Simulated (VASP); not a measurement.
Write the native input for VASP 6.6.1 that does the following.

| Property | Result |
| --- | --- |
| Task | single point |
| Functional | HF |
| Potentials or basis | VASP PAW PBE potentials, release 64 (Hf_pv) |
| Cutoff | 520 eV |
| k mesh | 5 × 5 × 5 |
| Occupations | fermi-dirac, width 0.05 eV |
| Spin | no spin polarisation |
| Dipole correction | no |
| Grid for exact exchange (PRECFOCK) | Normal |
| Further INCAR settings | ALGO = Normal; EDIFF = 1e-06; NBANDS = 11 |

Hf:

```
Hf
1.0
     0.00000    2.22000    2.22000
     2.22000    0.00000    2.22000
     2.22000    2.22000    0.00000
Hf
1
Direct
  0.00000 0.00000 0.00000
```

One way to write it, as run:

POSCAR

```
Hf
1.0
    0.0000000000      2.2200000000      2.2200000000
    2.2200000000      0.0000000000      2.2200000000
    2.2200000000      2.2200000000      0.0000000000
Hf
1
Direct
    0.0000000000      0.0000000000      0.0000000000
```

INCAR.step1

```
PREC = Accurate
ENCUT = 520
EDIFF = 1E-5
ISMEAR = -1
SIGMA = 0.05
LREAL = F
LASPH = T
NELM = 80
ALGO = Normal
ISIF = 2
LWAVE = T
LCHARG = F
GGA = PE
NBANDS = 11
```

INCAR.step2

```
PREC = Accurate
ENCUT = 520
EDIFF = 1E-6
ISMEAR = -1
SIGMA = 0.05
LREAL = F
LASPH = T
NELM = 80
ALGO = Normal
ISIF = 2
LWAVE = F
LCHARG = F
GGA = PE
LHFCALC = T
AEXX = 1.0
ALDAC = 0.0
AGGAC = 0.0
PRECFOCK = Normal
ISTART = 1
NBANDS = 11
```

KPOINTS

```
regular mesh
0
Gamma
  5 5 5
```

Potentials or basis: VASP PAW PBE potentials, release 64 (Hf_pv).

Launch:

```bash
$ cat potpaw_PBE.64/Hf_pv/POTCAR > POTCAR
$ cp INCAR.step1 INCAR
$ mpirun -np 1 vasp_std > vasp.out
$ cp INCAR.step2 INCAR
$ mpirun -np 1 vasp_std > vasp.out
```

Results of the run:

| Property | Result |
| --- | --- |
| Pressure | 13.6 GPa |
| Band gap on the k mesh | zero (band 5 reaches 11.51 eV, above the bottom of band 6 at 4.37 eV) |

Caveat: the k points lie up to 0.49 Å⁻¹ apart; the PAW data sets were made with another functional, which shifts forces and pressure a little; spin-orbit coupling is left out, which moves the levels of the heavy elements.

It took 2.2 min on 1 thread of Intel(R) Xeon(R) 6975P-C (Granite Rapids), on a shared host, peak memory 0.15 GiB.
